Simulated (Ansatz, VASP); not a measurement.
# One calculation of F, two programs

```
F
1.0
     9.00000    0.00000    0.00000
     0.00000    9.50000    0.00000
     0.00000    0.00000   10.00000
F
2
Direct
  0.50000 0.50000 0.43079
  0.50000 0.50000 0.56921
```

Alike in both runs: functional LDA; k mesh 1 × 1 × 1; occupations fermi-dirac, width 0.05 eV; no spin polarisation.

Ansatz relaxed the structure, and its values are those at the end. VASP's run is a single point on that final structure, the one shown.

|  | VASP | Ansatz |
| --- | --- | --- |
| version | VASP 6.6.1 | Ansatz 0.2.0 |
| potentials or method | VASP PAW LDA potentials, release 64 (F), cutoff 520 eV | plane waves, PAW |
| valence electrons in the cell | 14 | 14 |

```tsv
	VASP	Ansatz	Ansatz less VASP
rms of the force components (eV/Å)	0.347	0.000	-0.3471
```

LDA's correlation is that of Perdew and Zunger in VASP and of Perdew and Wang (1992) in Ansatz. One of these differences is far larger than is usual between the two programs; its cause wasn't traced. Ansatz's warnings: stress scf threshold loose.
